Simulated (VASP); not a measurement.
**Ag: single point with PBE**

Crystal: Ag.

```
Ag
1.0
     0.00000    2.07388    2.07388
     2.07388    0.00000    2.07388
     2.07388    2.07388    0.00000
Ag
1
Direct
  0.00000 0.00000 0.00000
```

- Program: VASP 6.6.1
- Task: single point
- Functional: PBE
- Potentials or basis: VASP PAW PBE potentials, release 64 (Ag)
- Cutoff: 520 eV
- k mesh: 34 × 34 × 34
- Occupations: gaussian, width 0.1 eV
- Spin: no spin polarisation

The pressure is -0.1 GPa.

Levels at points of the mesh, in eV from the Fermi level:
```
           k point  band 3  band 4  band 5  band 6  band 7  band 8  band 9  band 10
(0.00, 0.00, 0.00)   -4.70   -4.70   -3.75   -3.75   15.87   19.18   19.18    19.18
(0.50, 0.00, 0.00)   -4.72   -3.01   -3.01   -0.33    3.31   15.10   17.35    17.35
(0.50, 0.50, 0.00)   -3.04   -2.82   -2.82    1.60    6.34   10.38   10.38    16.60
```

Wall time 2.2 min on 1 thread of Intel(R) Xeon(R) Platinum 8488C (Sapphire Rapids) (shared host), peak memory 0.34 GiB.
